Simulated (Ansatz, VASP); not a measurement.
**Two plane-wave programs on SiW3**

```
CELL_PARAMETERS angstrom
-2.58915 2.60210 2.60210
2.58915 -2.57621 2.57621
2.58915 2.57621 -2.57621
ATOMIC_POSITIONS crystal
Si 0.00000 0.00000 0.00000
W 0.50000 0.50000 0.00000
W 0.50000 0.00000 0.50000
W 0.00000 0.50000 0.50000
```

Change from the starting cell: strain +0.0100 x Voigt [0, 0, 0, 1, 0, 0], atoms carried along.

Alike in both runs: task single point; functional r2SCAN; k mesh 14 × 14 × 14; occupations gaussian, width 0.15 eV; no spin polarisation.

|  | VASP | Ansatz |
| --- | --- | --- |
| version | VASP 6.6.1 | Ansatz 0.2.0 |
| potentials or method | VASP PAW PBE potentials, release 64 (Si, W_sv), cutoff 520 eV | scalar-relativistic, plane waves, PAW |
| valence electrons in the cell | 46 | 46 |

```csv
,VASP,Ansatz,Ansatz less VASP
gap on the k mesh at the Fermi level (eV),none,none,-
pressure (GPa),0.8,0.0,-0.73
"traceless stress, the component that is largest in VASP (GPa)",1.01,1.01,-0.002
```

VASP's potentials were made for PBE, not for r2SCAN. A gap of «none» marks a metal or a gap that the smearing closes.

Spin-orbit coupling is off throughout.
